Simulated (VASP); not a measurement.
Here is a VASP 6.6.1 calculation.

File INCAR:

```
ALGO = Normal
EDIFF = 1E-6
ENCUT = 520
GGA = PE
ISIF = 2
ISMEAR = 0
LASPH = True
LCHARG = False
LREAL = False
LWAVE = False
NBANDS = 29
NELM = 80
PREC = Accurate
SIGMA = 0.1
```

File KPOINTS:

```
k-points
0
Gamma
  12 12 12
```

The input POSCAR:

```
TiC2
1.0
    0.0000000000      4.2576151545      3.0389356055
    2.0459510884      0.0000000000      3.0389356055
    2.0459510884      4.2576151545      0.0000000000
Ti C
2 4
Direct
    0.7500000000      0.7500000000      0.7500000000
    0.5000000000      0.5000000000      0.5000000000
    0.1612302432      0.3387697568      0.1612302432
    0.3387697568      0.1612302432      0.3387697568
    0.0887697568      0.9112302432      0.0887697568
    0.9112302432      0.0887697568      0.9112302432
```

Potentials or basis: VASP PAW PBE potentials, release 64 (Ti_sv, C).

Launch:

```bash
$ cat potpaw_PBE.64/Ti_sv/POTCAR potpaw_PBE.64/C/POTCAR > POTCAR
$ mpirun -np 1 vasp_std > vasp.out
```

Estimate the largest force.

0.041 eV/Å.

What does it give for the pressure?

0.3 GPa.

Forces in eV/Å, atoms in the order of the input:
```
Ti   0.000  0.000  0.000
Ti   0.000  0.000  0.000
C    0.000 -0.041  0.000
C    0.000  0.041  0.000
C    0.000  0.041  0.000
C    0.000 -0.041  0.000
```
